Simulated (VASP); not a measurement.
# B2O (P-3m1) in VASP: notebook

The runs below take B2O through relaxation of cell and atoms, relaxation of shape and atoms at fixed volume, with PBEsol.

Everything below comes from runs of VASP 6.6.1. Logs are shortened: lines on timing, memory, paths and dates and some standing lists are left out, and cuts for length are marked.

## 1. The cell of the first run

It takes space group P-3m1 (No. 164, trigonal). Conventional cell: a = 2.530 Å, b = 2.530 Å, c = 9.895 Å, α = 90.00°, β = 90.00°, γ = 120.00°. B (site symmetry 3m) has 3 O at 1.56 Å and 1 B at 1.75 Å within 2.1 Å. Within 2.1 Å of B (site symmetry 3m) lie 3 B at 1.58 Å. O (site symmetry 3m) has 3 B at 1.56 Å within 2.1 Å.

## 2. Relaxation of cell and atoms, PBEsol

The input, INCAR:

```
SYSTEM = B2O
PREC = Accurate
ENCUT = 600
EDIFF = 1E-6
ISMEAR = 0
SIGMA = 0.1
LREAL = .False.
LASPH = .True.
NELM = 80
ALGO = Normal
ISIF = 3
LWAVE = .False.
LCHARG = .False.
GGA = PS
IBRION = 2
NSW = 100
EDIFFG = -0.005
```

The input, KPOINTS:

```
Automatic mesh
0
Gamma
  18 18 4
  0 0 0
```

The input, POSCAR:

```
B2O
1.0
    2.5301507942      0.0000000000      0.0000000000
   -1.2650753971      2.1911748632      0.0000000000
    0.0000000000      0.0000000000      9.8953999497
B O
4 2
Direct
    0.0000000000      0.0000000000      0.4116987860
    0.0000000000      0.0000000000      0.5883012140
    0.6666666667      0.3333333333      0.0301344003
    0.3333333333      0.6666666667      0.9698655997
    0.6666666667      0.3333333333      0.3557476929
    0.3333333333      0.6666666667      0.6442523071
```

Potentials or basis: VASP PAW PBE potentials, release 64 (B, O).

Command:

```
cat potpaw_PBE.64/B/POTCAR potpaw_PBE.64/O/POTCAR > POTCAR
mpirun -np 1 vasp_std > vasp.out
```

OUTCAR:

```text
SYSTEM = B2O
   PREC = Accurate
   ENCUT = 600
   EDIFF = 1E-6
   ISMEAR = 0
   LREAL = .False.
   LASPH = .True.
   NELM = 80
   ISIF = 3
   GGA = PS
   IBRION = 2
   NSW = 100
   EDIFFG = -0.005

 ion  position               nearest neighbor table
   1  0.000  0.000  0.412-   5 1.56   5 1.56   5 1.56   2 1.75
   2  0.000  0.000  0.588-   6 1.56   6 1.56   6 1.56   1 1.75
   3  0.667  0.333  0.030-   4 1.58   4 1.58   4 1.58
   4  0.333  0.667  0.970-   3 1.58   3 1.58   3 1.58
   5  0.667  0.333  0.356-   1 1.56   1 1.56   1 1.56
   6  0.333  0.667  0.644-   2 1.56   2 1.56   2 1.56

  LATTYP: Found a hexagonal cell.
 ALAT       =     2.5301507942
 C/A-ratio  =     3.9109921718

  Lattice vectors:

 A1 = (   2.5301507942,   0.0000000000,   0.0000000000)
 A2 = (  -1.2650753971,   2.1911748632,   0.0000000000)
 A3 = (   0.0000000000,   0.0000000000,   9.8953999497)

Analysis of symmetry for initial positions (statically):
=====================================================================
 Subroutine PRICEL returns:
 Original cell was already a primitive cell.

 Routine SETGRP: Setting up the symmetry group for a
 hexagonal supercell.

 Subroutine GETGRP returns: Found 12 space group operations
 (whereof 12 operations were pure point group operations)
 out of a pool of 24 trial point group operations.

The static configuration has the point symmetry D_3d.

Analysis of symmetry for dynamics (positions and initial velocities):
=====================================================================
 Subroutine PRICEL returns:
 Original cell was already a primitive cell.

 Routine SETGRP: Setting up the symmetry group for a
 hexagonal supercell.

 Subroutine GETGRP returns: Found 12 space group operations
 (whereof 12 operations were pure point group operations)
 out of a pool of 24 trial point group operations.

The dynamic configuration has the point symmetry D_3d.

 Subroutine INISYM returns: Found 12 space group operations
 (whereof 12 operations are pure point group operations),
 and found     1 'primitive' translations

----------------------------------------------------------------------------------------

                                     Primitive cell

  volume of cell :      54.8601

[... 111 lines left out ...]
   ISMEAR =     0;   SIGMA  =   0.10  broadening in eV -4-tet -1-fermi 0-gaus
   EFERMI_NEDOS =   21; number of points for ismear=-14 and -15
   IALGO  =     38    algorithm
   IMIX   =      4    mixing-type and parameters
     AMIX     =   0.40;   BMIX     =  1.00
     AMIX_MAG =   1.60;   BMIX_MAG =  1.00
  volume/ion in A,a.u.               =       9.14        61.70
  Fermi-wavevector in a.u.,A,eV,Ry     =   1.242776  2.348507 21.014104  1.544493
  Thomas-Fermi vector in A             =   2.377116
   LORBIT       =      0    0 simple, 1 ext, 2 COOP (PROOUT), +10 PAW based schemes
   GGA     = PS    functional components
   LHFCALC =     F    Hartree Fock is set to
   AEXX    =    0.0000 exact exchange contribution
   IVDW    =     0    specifies the selected vdW correction
   LEPSILON=     F    determine dielectric tensor
   LRPA    =     F    only Hartree local field effects (RPA)
 conjugate gradient relaxation of ions
 non-spin polarized calculation
 Gauss-broadening in eV      SIGMA  =   0.10
  energy-cutoff  :      600.00
  volume of cell :       54.86
 maximum number of plane-waves:      1857
   NGX = 11   NGY = 11   NGZ = 39

--------------------------------------- Ionic step        1  -------------------------------------------

 number of electron      23.9999993 magnetization

 Free energy of the ion-electron system (eV)
  ---------------------------------------------------
  ext. energy  EPLUGINS =         0.00000000
  ---------------------------------------------------
  free energy    TOTEN  =       -41.54482098 eV

  energy without entropy =      -41.53832405  energy(sigma->0) =      -41.54157251

------------------------ aborting loop because EDIFF is reached ----------------------------------------

  FORCE on cell =-STRESS in cart. coord.  units (eV):
  Direction    XX          YY          ZZ          XY          YZ          ZX
  --------------------------------------------------------------------------------------
  -------------------------------------------------------------------------------------
  Total        0.2593336      0.2593336      0.1897792      0.0000000     -0.0000000      0.0000000
  in kB        7.5737787      7.5737787      5.5424581      0.0000000     -0.0000000      0.0000000
  external PRESSURE =       6.8966718 kB  Pullay stress =       0.0000000 kB
[... 101 lines left out ...]
  FREE ENERGIE OF THE ION-ELECTRON SYSTEM (eV)
  ---------------------------------------------------
  free  energy   TOTEN  =       -41.5459632402 eV

  energy  without entropy=      -41.5394083154  energy(sigma->0) =      -41.54268578

[... ionic steps 4 to 28 ...]

--------------------------------------- Ionic step       29  -------------------------------------------

 number of electron      23.9999996 magnetization

------------------------ aborting loop because EDIFF is reached ----------------------------------------
[... 75 lines left out ...]
--------------------------------------- Ionic step       31  -------------------------------------------

 number of electron      23.9999996 magnetization

 Free energy of the ion-electron system (eV)
  ---------------------------------------------------
  ext. energy  EPLUGINS =         0.00000000
  ---------------------------------------------------
  free energy    TOTEN  =       -41.54715940 eV

  energy without entropy =      -41.53992193  energy(sigma->0) =      -41.54354066

 E-fermi :   4.4157     XC(G=0): -10.2770

 val. band max:        4.3916492649   @ k =   0.4444   0.0000   0.5000
 cond. band min:       4.4189006537   @ k =   0.4444   0.0000   0.0000
 fundamental gap:      0.0272513889
 Fermi energy:         4.4157044425

 k-point     1 :       0.0000    0.0000    0.0000
  band No.  band energies     occupation
      1     -20.2937      2.00000
      2     -19.7504      2.00000
      3      -8.8673      2.00000
      4      -7.1497      2.00000
      5      -2.9096      2.00000
      6      -1.6571      2.00000
[... 433 lines left out ...]
      3      -8.2189      2.00000
      4      -7.8774      2.00000
      5      -4.4169      2.00000
      6      -4.2073      2.00000
[... 8 lines left out ...]
     15       7.7263      0.00000
     16       9.9335      0.00000

 [... further k-points ...]
[... 5 lines left out ...]
  --------------------------------------------------------------------------------------
  -------------------------------------------------------------------------------------
  Total        0.0158779      0.0158779     -0.0085983      0.0000000      0.0000000      0.0000000
  in kB        0.4597750      0.4597750     -0.2489819      0.0000000      0.0000000      0.0000000
  external PRESSURE =       0.2235227 kB  Pullay stress =       0.0000000 kB
[... 21 lines left out ...]
  FREE ENERGIE OF THE ION-ELECTRON SYSTEM (eV)
  ---------------------------------------------------
  free  energy   TOTEN  =       -41.5471593958 eV

  energy  without entropy=      -41.5399219302  energy(sigma->0) =      -41.54354066

 reached required accuracy - stopping structural energy minimisation
```

OSZICAR:

```text
N       E                     dE             d eps       ncg     rms          rms(c)
DAV:   1     0.113724761104E+03    0.11372E+03   -0.13790E+04  4416   0.155E+03
DAV:   2    -0.389275167879E+02   -0.15265E+03   -0.14989E+03  5848   0.294E+02
DAV:   3    -0.448352014361E+02   -0.59077E+01   -0.58718E+01  6320   0.638E+01
DAV:   4    -0.448863681923E+02   -0.51167E-01   -0.51156E-01  5632   0.598E+00
[... 197 lines left out ...]
DAV:   4    -0.415471533376E+02    0.53496E-06   -0.12044E-06  3000   0.921E-03
  30 F= -.41547153E+02 E0= -.41543529E+02  d E =-.143336E-04
       N       E                     dE             d eps       ncg     rms          rms(c)
DAV:   1    -0.415471670602E+02   -0.13188E-04   -0.42618E-04  4416   0.171E-01    0.191E-02
DAV:   2    -0.415471597074E+02    0.73528E-05   -0.28016E-05  5464   0.414E-02    0.453E-03
DAV:   3    -0.415471593958E+02    0.31161E-06   -0.14887E-06  3424   0.936E-03
  31 F= -.41547159E+02 E0= -.41543541E+02  d E =-.605823E-05
```

CONTCAR:

```text
B2O
   1.00000000000000
     2.5248002094928959    0.0000000000000000    0.0000000000000000
    -1.2624001047464479    2.1865411209184353    0.0000000000000000
     0.0000000000000000    0.0000000000000002   10.0224163502230610
  B               O
     4     2
Direct
     1.0000000000000000    1.0000000000000000    0.4126707295628492
     0.0000000000000000    0.0000000000000000    0.5873292704371503
     0.6666666667000030    0.3333333332999970    0.0314701037995857
     0.3333333332999970    0.6666666667000030    0.9685298962004145
     0.6666666667000030    0.3333333332999970    0.3573175344841101
     0.3333333332999970    0.6666666667000030    0.6426824655158899

  0.00000000E+00  0.00000000E+00  0.00000000E+00
  0.00000000E+00  0.00000000E+00  0.00000000E+00
  0.00000000E+00  0.00000000E+00  0.00000000E+00
  0.00000000E+00  0.00000000E+00  0.00000000E+00
  0.00000000E+00  0.00000000E+00  0.00000000E+00
  0.00000000E+00  0.00000000E+00  0.00000000E+00
```

It took 19 min on 1 thread of Intel Xeon Platinum 8259CL at 2.50GHz (Skylake/Cascade Lake), shared host; peak memory 0.27 GiB.

Results:

```yaml
Free_energy: -41.5472 eV
Relaxed_volume: 9.22 Å³/atom
Relaxed_cell: a = 2.525 Å, b = 2.525 Å, c = 10.022 Å, α = 90.00°, β = 90.00°, γ = 120.00°
Space_group_after_relaxing_to_0.1_Å: P-3m1 (No. 164)
Energy_gained_by_relaxing: 0.4 meV/atom
Ionic_steps: 31
Pressure_after_relaxing: 0.0 GPa
Largest_force_after_relaxing: 0.003 eV/Å
Band_gap_on_the_k_mesh: zero (bands 12 and 13 overlap by 3.46 eV)
```

Forces on the atoms (eV/Å):
```
B    0.000  0.000  0.001
B    0.000  0.000 -0.001
B    0.000  0.000 -0.003
B    0.000  0.000  0.003
O    0.000  0.000  0.003
O    0.000  0.000 -0.003
```

The path:
```tsv
step	energy change (eV)	largest force (eV/Å)	pressure (GPa)	volume (Å³)
1	0.0000	0.1577	0.69	54.86
2	-0.0006	0.0407	-0.94	55.17
3	-0.0011	0.0427	-0.28	55.05
4	-0.0016	0.0290	-0.15	54.97
5	-0.0020	0.0277	0.11	54.83
6	-0.0020	0.0332	0.12	54.80
7	-0.0019	0.0811	-0.08	54.82
8	-0.0021	0.0167	0.04	54.81
9	-0.0021	0.0118	-0.03	54.84
10	-0.0021	0.0102	-0.01	54.84
11	-0.0021	0.0096	-0.02	54.83
12	-0.0021	0.0073	0.00	54.82
13	-0.0021	0.0091	0.01	54.83
14	-0.0021	0.0097	-0.01	54.83
15	-0.0021	0.0098	0.05	54.83
16	-0.0021	0.0139	0.10	54.84
17	-0.0021	0.0125	0.11	54.84
18	-0.0022	0.0083	0.11	54.86
19	-0.0022	0.0059	0.11	54.89
20	-0.0022	0.0168	0.12	54.95
21	-0.0022	0.0510	0.13	55.06
22	-0.0022	0.0402	0.13	55.03
23	-0.0022	0.0386	0.12	55.04
24	-0.0023	0.0337	0.11	55.07
25	-0.0023	0.0237	0.07	55.14
26	-0.0023	0.0135	0.01	55.28
27	-0.0023	0.0121	0.01	55.29
28	-0.0023	0.0075	0.02	55.30
29	-0.0023	0.0157	0.04	55.33
30	-0.0023	0.0092	0.03	55.32
31	-0.0023	0.0032	0.02	55.33
```

Final structure:
```cif
data_structure
_symmetry_space_group_name_H-M 'P 1'
_symmetry_Int_Tables_number 1
_cell_length_a 2.5248
_cell_length_b 2.5248
_cell_length_c 10.0224
_cell_angle_alpha 90.000
_cell_angle_beta 90.000
_cell_angle_gamma 120.000
_cell_volume 55.33
loop_
_atom_site_label
_atom_site_type_symbol
_atom_site_fract_x
_atom_site_fract_y
_atom_site_fract_z
_atom_site_occupancy
B1 B 0.00000 0.00000 0.41267 1
B2 B 0.00000 0.00000 0.58733 1
B3 B 0.66667 0.33333 0.03147 1
B4 B 0.33333 0.66667 0.96853 1
O1 O 0.66667 0.33333 0.35732 1
O2 O 0.33333 0.66667 0.64268 1
```

Caveat: the PAW data sets were made with another functional, which shifts forces and pressure a little; this functional lacks dispersion, which binds layers or chains, so the pressure and a relaxed spacing across them are unreliable. Zero-point motion and thermal expansion aren't in these numbers.

(Part 1 of 2 ends here.)

The gap in the log of VASP goes by the Fermi energy; the results here count the filled bands.